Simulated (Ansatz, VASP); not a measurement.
# KCd2Os3: VASP beside Ansatz

```
K Cd Os
1.0
     5.33646    0.00000    0.00000
    -2.66823    4.62151    0.00000
     0.00000    0.00000    4.82291
K Cd Os
1 2 3
Direct
  0.00000 0.00000 0.00000
  0.33333 0.66667 0.00000
  0.66667 0.33333 0.00000
  0.50000 0.00000 0.50000
  0.50000 0.50000 0.50000
  0.00000 0.50000 0.50000
```

Alike in both runs: task relaxation of cell and atoms; functional PBE; k mesh 6 × 6 × 4; occupations gaussian, width 0.1 eV; no spin polarisation.

```csv
,VASP,Ansatz
version,VASP 6.6.1,Ansatz 0.2.0
potentials or method,"VASP PAW PBE potentials, release 64 (K_sv, Cd, Os), cutoff 600 eV","scalar-relativistic, plane waves, PAW"
valence electrons in the cell,57,97
```

Ansatz gave:

```
gap on the k mesh at the Fermi level, each at its own relaxed structure (eV) : none
relaxed volume (Å³/atom)                                                     : 19.77
relaxed length of the cell vector where the two differ most in proportion (Å)              : 4.859
```

**Question.** What did VASP give for the same quantities?

**Answer.** gap on the k mesh at the Fermi level, each at its own relaxed structure (eV): none; relaxed volume (Å³/atom): 19.80; relaxed length of the cell vector where the two differ most in proportion (Å): 4.868.

A gap of «none» marks a metal or a gap that the smearing closes. VASP's potentials hold 57 valence electrons a cell and Ansatz's 97, so a difference there can come from the potentials and not from the codes.

Neither program's run includes spin-orbit coupling.
